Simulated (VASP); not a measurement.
Set up this calculation in VASP 6.6.1, as the native input.

```
Task                   : single point
Functional             : PBEsol
Potentials or basis    : VASP PAW PBE potentials, release 64 (Ta_pv, N)
Cutoff                 : 520 eV
k mesh                 : 18 × 18 × 16
Occupations            : gaussian, width 0.15 eV
Spin                   : no spin polarisation
Dipole correction      : no
Further INCAR settings : ALGO = Normal; EDIFF = 1e-06; NBANDS = 15
```

The structure of TaN lies in POSCAR:

```
TaN
1.0
    2.7778000000      0.0000000000      0.0000000000
   -1.3889000000      2.4056453666      0.0000000000
    0.0000000000      0.0000000000      2.9425000000
Ta N
1 1
Direct
    0.3333333333      0.6666666667      0.5000000000
    0.0000000000      0.0000000000      0.0000000000
```

The input as run:

INCAR

```
SYSTEM = TaN
PREC = Accurate ; ENCUT = 520
EDIFF = 1E-6 ; ISMEAR = 0
SIGMA = 0.15 ; LREAL = .False.
LASPH = .True. ; NELM = 100
ALGO = Normal ; ISIF = 2
LWAVE = .False. ; LCHARG = .False.
GGA = PS ; NBANDS = 15
```

KPOINTS

```
Automatic mesh
0
Gamma
  18 18 16
  0 0 0
```

Potentials or basis: VASP PAW PBE potentials, release 64 (Ta_pv, N).

Command:

```sh
$ cat potpaw_PBE.64/Ta_pv/POTCAR potpaw_PBE.64/N/POTCAR > POTCAR
$ mpirun -np 1 vasp_std > vasp.out
```

It gave:

| Property | Result |
| --- | --- |
| Pressure | 33.3 GPa |
| Band gap on the k mesh | zero (band 8 reaches 9.35 eV, above the bottom of band 9 at 8.83 eV) |

Caveat: the PAW data sets were made with another functional, which shifts forces and pressure a little; spin-orbit coupling is left out, which moves the levels of the heavy elements.

It took 26 s on 1 thread of Intel(R) Xeon(R) 6975P-C (Granite Rapids), with other jobs on the host, peak memory 0.22 GiB.
